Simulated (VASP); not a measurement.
Here is a VASP 6.6.1 calculation.

INCAR

```
PREC = Accurate
ENCUT = 520
EDIFF = 1E-6
ISMEAR = -1
SIGMA = 0.05
LREAL = False
LASPH = True
NELM = 150
ALGO = Normal
ISIF = 2
LWAVE = False
LCHARG = False
ISPIN = 2
MAGMOM = 7
LORBIT = 11
LMAXMIX = 6
GGA = PE
NBANDS = 18
```

File KPOINTS:

```
regular mesh
0
Gamma
  14 14 14
```

File POSCAR:

```
Eu
1.0
   -2.1024340635      2.1024340635      2.1024340635
    2.1024340635     -2.1024340635      2.1024340635
    2.1024340635      2.1024340635     -2.1024340635
Eu
1
Direct
    0.0000000000      0.0000000000      0.0000000000
```

Potentials or basis: VASP PAW PBE potentials, release 64 (Eu).

Command:

```console
$ cat potpaw_PBE.64/Eu/POTCAR > POTCAR
$ mpirun -np 1 vasp_std > vasp.out
```

**Question.** What does it give for the site moments?

**Answer.** Eu +6.64 μB.

**Question.** Estimate the pressure.

**Answer.** 1.9 GPa.

**Question.** What does it give for the net moment?

**Answer.** 7.20 μB per cell.

 The state reached can hang on the start; a lower one may exist.
